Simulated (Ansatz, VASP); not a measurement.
**Two plane-wave programs on Zr2Cu3Sb3**

Contents of INCAR:

```
ALGO     = Fast           # electronic algorithm
EDIFF    = 1E-6           # SCF threshold, eV
ENCUT    = 520            # plane-wave cutoff, eV
GGA      = PE             # functional
ISIF     = 2              # what is computed and relaxed
ISMEAR   = -1             # smearing method
LASPH    = T              # aspherical terms in the spheres
LCHARG   = F              # write CHGCAR
LREAL    = F              # projectors in reciprocal space
LWAVE    = F              # write WAVECAR
NBANDS   = 46             # bands
NELM     = 80             # most SCF steps
PREC     = Accurate       # precision mode
SIGMA    = 0.05           # smearing width, eV
```

Contents of KPOINTS:

```
k-points
0
Gamma
  6 6 3
```

The input POSCAR:

```
Zr2Cu3Sb3
1.0
    4.2696600000      0.0000000000      0.0000000000
    0.0000000000      4.2696600000      0.0000000000
    0.0000000000      0.0000000000      8.5787510000
Sb Zr Cu
3 2 3
Direct
    0.0000000000      0.0000000000      0.6617910000
    0.0000000000      0.5000000000      0.0178270000
    0.5000000000      0.0000000000      0.0178270000
    0.0000000000      0.0000000000      0.2703920000
    0.5000000000      0.5000000000      0.7406480000
    0.5000000000      0.5000000000      0.3317070000
    0.0000000000      0.5000000000      0.4799040000
    0.5000000000      0.0000000000      0.4799040000
```

File input.yaml:

```yaml
crystal:
  lattice:
    - [4.26966, 0.0, 0.0]
    - [0.0, 4.26966, 0.0]
    - [0.0, 0.0, 8.578751]
  atoms:
    - { symbol: Sb, position: [0.0, 0.0, 0.661791] }
    - { symbol: Sb, position: [0.0, 0.5, 0.017827] }
    - { symbol: Sb, position: [0.5, 0.0, 0.017827] }
    - { symbol: Zr, position: [0.0, 0.0, 0.270392] }
    - { symbol: Zr, position: [0.5, 0.5, 0.740648] }
    - { symbol: Cu, position: [0.5, 0.5, 0.331707] }
    - { symbol: Cu, position: [0.0, 0.5, 0.479904] }
    - { symbol: Cu, position: [0.5, 0.0, 0.479904] }
hamiltonian:
  xc: pbe
  pseudopotentials: { kind: paw }
kpoints:
  mp_grid: { grid: [6, 6, 3] }
scf:
  occupations: { method: fermi_dirac, width: 0.05 }
output:
  forces: true
  stress: true
  eigenvalues: true
  write_density: true
  write_potential: true
  elf: true
  volumetric_format: npy
```

Alike in both runs: task single point; functional PBE; k mesh 6 × 6 × 3; occupations fermi-dirac, width 0.05 eV; no spin polarisation.

|  | VASP | Ansatz |
| --- | --- | --- |
| version | VASP 6.6.1 | Ansatz 0.2.0 |
| potentials or method | VASP PAW PBE potentials, release 64 (Sb, Zr_sv, Cu) | Ansatz PAW |
| plane-wave cutoff (eV) | 520 | 420 |
| valence electrons in the cell | 72 | 126 |

|  | VASP | Ansatz | Ansatz less VASP |
| --- | --- | --- | --- |
| gap on the k mesh at the Fermi level (eV) | none | none | - |
| pressure (GPa) | 0.3 | 0.2 | -0.15 |
| traceless stress, the component that is largest in VASP (GPa) | 0.04 | 0.08 | +0.035 |
| rms of the force components (eV/Å) | 0.102 | 0.096 | -0.0066 |

Atom by atom the forces differ by 0.009 eV/Å (rms over components). A gap of «none» marks a metal or a gap that the smearing closes. VASP's potentials hold 72 valence electrons a cell and Ansatz's 126, so a difference there can come from the potentials and not from the codes.

Spin-orbit coupling is off throughout.
